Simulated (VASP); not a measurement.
# Si2C in VASP: single point with PBE

Aim: the single point of Si2C with PBE.

All numbers are computed with VASP 6.6.1; they aren't measurements. Logs are shortened: lines on timing, memory, paths and dates and some standing lists are left out, and cuts for length are marked.

## Step 1: The cell of the first run

The typed cell holds 12 atoms: a = 3.015 Å, b = 3.016 Å, c = 19.736 Å, α = 89.99°, β = 90.02°, γ = 119.99°.

## Step 2: Single point, PBE

File INCAR:

```
ALGO = Normal
EDIFF = 1E-6
ENCUT = 520
GGA = PE
ISIF = 2
ISMEAR = 0
LASPH = True
LCHARG = False
LREAL = False
LWAVE = False
NBANDS = 36
NELM = 100
PREC = Accurate
SIGMA = 0.2
```

File KPOINTS:

```
k-points
0
Gamma
  12 12 1
```

File POSCAR:

```
Si2C
1.0
    3.0154455764      0.0000700986     -0.0003786389
   -1.5076621975      2.6120670054      0.0003041816
   -0.0032803967      0.0012246291     19.7360955701
Si C
8 4
Direct
    0.3332832320      0.6667582060      0.3704520522
    0.3332278077      0.6667132605      0.8704524588
    0.3334765114      0.6667254134      0.1295490115
    0.3333540173      0.6665853531      0.6295482898
    0.3332227802      0.6665190824      0.2500007904
    0.3335098235      0.6668542794      0.7499997520
    0.6666516836      0.3333181787      0.0000003056
    0.6666698504      0.3332924995      0.4999998448
    0.6667451945      0.3333526210      0.0982791328
    0.6666382789      0.3332208168      0.5982781290
    0.6666359223      0.3333488309      0.4017206332
    0.6665848981      0.3333114584      0.9017195998
```

Potentials or basis: VASP PAW PBE potentials, release 64 (Si, C).

Launch:

```bash
$ cat potpaw_PBE.64/Si/POTCAR potpaw_PBE.64/C/POTCAR > POTCAR
$ mpirun -np 1 vasp_std > vasp.out
```

OUTCAR:

```text
EDIFF = 1E-6
   ENCUT = 520
   GGA = PE
   ISIF = 2
   ISMEAR = 0
   LASPH = True
   LREAL = False
   NELM = 100
   PREC = Accurate

 ion  position               nearest neighbor table
   1  0.333  0.667  0.370-  11 1.85  11 1.85  11 1.85   5 2.38   8 3.09   8 3.09   8 3.09
   2  0.333  0.667  0.870-  12 1.85  12 1.85  12 1.85   6 2.38   7 3.09   7 3.09   7 3.09
   3  0.333  0.667  0.130-   9 1.85   9 1.85   9 1.85   5 2.38   7 3.09   7 3.09   7 3.09
   4  0.333  0.667  0.630-  10 1.85  10 1.85  10 1.85   6 2.38   8 3.09   8 3.09   8 3.09
   5  0.333  0.667  0.250-   1 2.38   3 2.38
   6  0.334  0.667  0.750-   4 2.38   2 2.38
   7  0.667  0.333  0.000-   9 1.94  12 1.94   2 3.09   3 3.09   3 3.09   2 3.09   2 3.09   3 3.09

   8  0.667  0.333  0.500-  10 1.94  11 1.94   4 3.09   1 3.09   4 3.09   1 3.09   1 3.09   4 3.09

   9  0.667  0.333  0.098-   3 1.85   3 1.85   3 1.85   7 1.94
  10  0.667  0.333  0.598-   4 1.85   4 1.85   4 1.85   8 1.94
  11  0.667  0.333  0.402-   1 1.85   1 1.85   1 1.85   8 1.94
  12  0.667  0.333  0.902-   2 1.85   2 1.85   2 1.85   7 1.94

  LATTYP: Found a base centered monoclinic cell.
 ALAT       =    80.4891376560
 B/A-ratio  =     0.0374717494
 C/A-ratio  =     0.2536626675
 COS(beta)  =    -0.9980306682

  Lattice vectors:

 A1 = (   7.5451141437,  -2.6143760664, -39.4732525996)
 A2 = (   6.0373307648,  -5.2265131704, -39.4731781423)
 A3 = (  -4.5263881706,   2.6132215359,  19.7367783906)

Analysis of symmetry for initial positions (statically):
=====================================================================
 Subroutine PRICEL returns:
 Original cell was already a primitive cell.

 Routine SETGRP: Setting up the symmetry group for a
 base centered monoclinic supercell.

 Subroutine GETGRP returns: Found  1 space group operations
 (whereof  1 operations were pure point group operations)
 out of a pool of  4 trial point group operations.

The static configuration has the point symmetry C_1 .

Analysis of symmetry for dynamics (positions and initial velocities):
=====================================================================
 Subroutine PRICEL returns:
 Original cell was already a primitive cell.

 Routine SETGRP: Setting up the symmetry group for a
 base centered monoclinic supercell.

 Subroutine GETGRP returns: Found  1 space group operations
 (whereof  1 operations were pure point group operations)
 out of a pool of  4 trial point group operations.

The dynamic configuration has the point symmetry C_1 .
[... 131 lines left out ...]
   NUPDOWN=      -1.0000    fix difference up-down
   EMIN   =  10.00;   EMAX   =-10.00  energy-range for DOS
   EFERMI =   0.00;   METHOD = LEGACY
   ISMEAR =     0;   SIGMA  =   0.20  broadening in eV -4-tet -1-fermi 0-gaus
   EFERMI_NEDOS =   21; number of points for ismear=-14 and -15
   IALGO  =     38    algorithm
   IMIX   =      4    mixing-type and parameters
     AMIX     =   0.40;   BMIX     =  1.00
     AMIX_MAG =   1.60;   BMIX_MAG =  1.00
  volume/ion in A,a.u.               =      12.95        87.42
  Fermi-wavevector in a.u.,A,eV,Ry     =   1.106507  2.090996 16.658408  1.224358
  Thomas-Fermi vector in A             =   2.243009
   LORBIT       =      0    0 simple, 1 ext, 2 COOP (PROOUT), +10 PAW based schemes
   GGA     = PE    functional components
   LHFCALC =     F    Hartree Fock is set to
   AEXX    =    0.0000 exact exchange contribution
   IVDW    =     0    specifies the selected vdW correction
   LEPSILON=     F    determine dielectric tensor
   LRPA    =     F    only Hartree local field effects (RPA)
 non-spin polarized calculation
 Gauss-broadening in eV      SIGMA  =   0.20
  energy-cutoff  :      520.00
  volume of cell :      155.45
 maximum number of plane-waves:      4237
   NGX = 11   NGY = 11   NGZ = 73

 number of electron      47.9999998 magnetization

 Free energy of the ion-electron system (eV)
  ---------------------------------------------------
  ext. energy  EPLUGINS =         0.00000000
  ---------------------------------------------------
  free energy    TOTEN  =       -77.41021846 eV

  energy without entropy =      -77.36275150  energy(sigma->0) =      -77.38648498

 E-fermi :   8.3726     XC(G=0): -10.8174

 val. band max:        8.3446056615   @ k =  -0.1667   0.0833   0.0000
 cond. band min:       8.4105748052   @ k =   0.3333   0.5000  -0.0000
 fundamental gap:      0.0659691437
 Fermi energy:         8.3725982934

 k-point     1 :       0.0000    0.0000    0.0000
  band No.  band energies     occupation
      1      -7.6150      2.00000
      2      -7.5639      2.00000
      3      -7.2711      2.00000
      4      -7.1975      2.00000
      5      -3.2299      2.00000
      6      -2.5297      2.00000
[... 925 lines left out ...]
     35      13.2585      0.00000
     36      13.4062      0.00000

 [... further k-points ...]

------------------------ aborting loop because EDIFF is reached ----------------------------------------

  FORCE on cell =-STRESS in cart. coord.  units (eV):
  Direction    XX          YY          ZZ          XY          YZ          ZX
  --------------------------------------------------------------------------------------
  -------------------------------------------------------------------------------------
  Total        0.0712894      0.0194519     -0.0959453     -0.0048262     -0.0105358      0.0284238
  in kB        0.7347387      0.2004797     -0.9888524     -0.0497407     -0.1085864      0.2929480
  external PRESSURE =      -0.0178780 kB  Pullay stress =       0.0000000 kB

 VOLUME and BASIS-vectors are now :
 -----------------------------------------------------------------------------
  energy-cutoff  :      520.00
  volume of cell :      155.45
      direct lattice vectors                 reciprocal lattice vectors
     3.015445576  0.000070099 -0.000378639     0.331621505  0.191409023  0.000043243
    -1.507662197  2.612067005  0.000304182    -0.000008903  0.382833435 -0.000023756
    -0.003280397  0.001224629 19.736095570     0.000006362 -0.000002228  0.050668584

 POSITION                                       TOTAL-FORCE (eV/Angst)
 -----------------------------------------------------------------------------------
     -0.00146      1.74209      7.31135         0.000223     -0.000342     -0.004613
     -0.00320      1.74259     17.17941         0.000387      0.000351     -0.004529
     -0.00004      1.74171      2.55687        -0.000634     -0.000557      0.003305
     -0.00184      1.74196     12.42490         0.000350      0.000473      0.004966
     -0.00089      1.74132      4.93412         0.000101      0.000607      0.000417
     -0.00217      1.74281     14.80214        -0.000327     -0.000385     -0.000480
      1.50772      0.87070     -0.00014         0.000052      0.000115      0.000249
      1.50617      0.87124      9.86789        -0.000213     -0.000005     -0.000541
      1.50763      0.87091      1.93950         0.000522     -0.000212      0.010270
      1.50586      0.87117     11.80752         0.000202      0.000030      0.010217
      1.50631      0.87127      7.92825        -0.000424     -0.000109     -0.009245
      1.50457      0.87178     17.79627        -0.000239      0.000034     -0.010017
 -----------------------------------------------------------------------------------
    total drift:                               -0.000011      0.000025      0.000171

  FREE ENERGIE OF THE ION-ELECTRON SYSTEM (eV)
  ---------------------------------------------------
  free  energy   TOTEN  =       -77.4102184553 eV

  energy  without entropy=      -77.3627515022  energy(sigma->0) =      -77.38648498
```

OSZICAR:

```text
N       E                     dE             d eps       ncg     rms          rms(c)
DAV:   1     0.128672096210E+03    0.12867E+03   -0.20472E+04  5328   0.116E+03
DAV:   2    -0.718384329206E+02   -0.20051E+03   -0.18914E+03  6672   0.195E+02
DAV:   3    -0.859545651935E+02   -0.14116E+02   -0.13936E+02  6864   0.489E+01
DAV:   4    -0.862408472441E+02   -0.28628E+00   -0.28532E+00  6860   0.796E+00
DAV:   5    -0.862460325683E+02   -0.51853E-02   -0.51817E-02  6648   0.107E+00    0.192E+01
DAV:   6    -0.772013894448E+02    0.90446E+01   -0.29160E+01  6416   0.223E+01    0.890E+00
DAV:   7    -0.774706794142E+02   -0.26929E+00   -0.52453E+00  6532   0.893E+00    0.408E+00
DAV:   8    -0.774156695017E+02    0.55010E-01   -0.28245E-01  6348   0.225E+00    0.181E+00
DAV:   9    -0.774100027386E+02    0.56668E-02   -0.32997E-02  6356   0.950E-01    0.239E-01
DAV:  10    -0.774102726141E+02   -0.26988E-03   -0.84659E-03  6796   0.390E-01    0.179E-01
DAV:  11    -0.774102227477E+02    0.49866E-04   -0.63442E-03  7032   0.322E-01    0.132E-01
DAV:  12    -0.774102306872E+02   -0.79394E-05   -0.16841E-03  7024   0.186E-01    0.313E-02
DAV:  13    -0.774102178450E+02    0.12842E-04   -0.19745E-04  6352   0.682E-02    0.263E-02
DAV:  14    -0.774102184364E+02   -0.59139E-06   -0.17062E-05  6732   0.203E-02    0.242E-02
DAV:  15    -0.774102184553E+02   -0.18887E-07   -0.43608E-06  5444   0.100E-02
   1 F= -.77410218E+02 E0= -.77386485E+02  d E =-.474670E-01
```

Run time: 5.8 min. Hardware: 1 thread of AMD EPYC 9R45 (Zen 5), shared host; peak memory 0.44 GiB.

Results:

| Item | Value |
| --- | --- |
| Free energy | -77.4102 eV |
| Pressure | 0.0 GPa |
| Largest force | 0.010 eV/Å |
| Band gap on the k mesh | zero (bands 24 and 25 overlap by 4.72 eV) |

Forces in eV/Å, atoms in the order of the input:
```
Si   0.000  0.000 -0.005
Si   0.000  0.000 -0.005
Si  -0.001 -0.001  0.003
Si   0.000  0.000  0.005
Si   0.000  0.001  0.000
Si   0.000  0.000  0.000
Si   0.000  0.000  0.000
Si   0.000  0.000 -0.001
C    0.001  0.000  0.010
C    0.000  0.000  0.010
C    0.000  0.000 -0.009
C    0.000  0.000 -0.010
```

Stress tensor (GPa, compression positive):
```
 0.07  0.00  0.03
 0.00  0.02 -0.01
 0.03 -0.01 -0.10
```
